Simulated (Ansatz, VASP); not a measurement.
## One calculation of Lu, two programs

```
Lu
1.0
     5.32429    0.00000    0.00000
    -2.66214    4.61097    0.00000
     0.00000    0.00000    3.34401
Lu
3
Direct
  0.00000 0.00000 0.00000
  0.33333 0.66667 0.50000
  0.66667 0.33333 0.50000
```

Alike in both runs: task single point; functional PBEsol; k mesh 8 × 8 × 11; occupations fermi-dirac, width 0.1 eV; no spin polarisation.

|  | VASP | Ansatz |
| --- | --- | --- |
| version | VASP 6.6.1 | Ansatz 0.2.0 |
| potentials or method | VASP PAW PBE potentials, release 64 (Lu), cutoff 520 eV | plane waves (420 eV) with PAW, scalar-relativistic |
| valence electrons in the cell | 75 | 75 |

Ansatz gave:

| Quantity | Value |
| --- | --- |
| pressure (GPa) | 0.0 |

Q: Estimate VASP's values.

A: Pressure (GPa): 0.5.

VASP's potentials were made for PBE, not for PBEsol, and Ansatz warns of the same on its side. With one functional, cell and mesh, what is left measures potentials, basis and numerics.

Neither program's run includes spin-orbit coupling.
